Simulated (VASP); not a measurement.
Set up this calculation in VASP 6.6.1, as the native input.

| Quantity | Value |
| --- | --- |
| Task | single point |
| Functional | PBEsol |
| Dispersion | D4 |
| Potentials or basis | VASP PAW PBE potentials, release 64 (Hf_pv, O) |
| Cutoff | 600 eV |
| k mesh | 7 × 7 × 7, shifted |
| Occupations | methfessel-paxton, width 0.15 eV |
| Spin | non-collinear spin, zero start, spin-orbit coupling |
| Starting moments | [[0.0, 0.0, 0.0], [0.0, 0.0, 0.0], [0.0, 0.0, 0.0]] μB |
| Hubbard terms | Hf d U = 7.0 eV |
| Dipole correction | no |
| Further INCAR settings | ALGO = Normal; EDIFF = 1e-06; NBANDS = 35; ISYM = -1 |

The structure of HfO2 lies in POSCAR:

```
HfO2
1.0
    0.0000000000      2.5575000000      2.5575000000
    2.5575000000      0.0000000000      2.5575000000
    2.5575000000      2.5575000000      0.0000000000
Hf O
1 2
Direct
    0.0000000000      0.0000000000      0.0000000000
    0.7500000000      0.7500000000      0.7500000000
    0.2500000000      0.2500000000      0.2500000000
```

The input as run:

INCAR

```
SYSTEM = HfO2
PREC = Accurate ; ENCUT = 600
EDIFF = 1E-6 ; ISMEAR = 1
SIGMA = 0.15 ; LREAL = .False.
LASPH = .True. ; NELM = 200
ALGO = Normal ; ISIF = 2
LWAVE = .False. ; LCHARG = .False.
MAGMOM = 0 0 0 0 0 0 0 0 0 ; LORBIT = 11
LSORBIT = .True. ; GGA_COMPAT = .False.
LORBMOM = .True. ; LMAXMIX = 4
LDAU = .True. ; LDAUTYPE = 2
LDAUL = 2 -1 ; LDAUU = 7 0
LDAUJ = 0 0 ; LDAUPRINT = 1
GGA = PS ; IVDW = 13
NBANDS = 35 ; ISYM = -1
KPAR = 4
```

KPOINTS

```
Automatic mesh
0
Gamma
  7 7 7
  0.5 0.5 0.5
```

Potentials or basis: VASP PAW PBE potentials, release 64 (Hf_pv, O).

The run is started by

```sh
$ cat potpaw_PBE.64/Hf_pv/POTCAR potpaw_PBE.64/O/POTCAR > POTCAR
$ mpirun -np 4 vasp_ncl > vasp.out
```

Results of the run:

- Pressure: 3.8 GPa
- Net moment: 0.00 μB per cell
- Valence electrons inside the program's atomic spheres: Hf 8.06; O 5.12
- Dispersion energy per atom: -0.108 eV

Caveat: the cell stands under pressure; the PAW data sets were made with another functional, which shifts forces and pressure a little.

Run time: 3.1 min on 4 MPI ranks on Intel(R) Xeon(R) 6975P-C (Granite Rapids) (shared host), peak memory 0.77 GiB a rank.
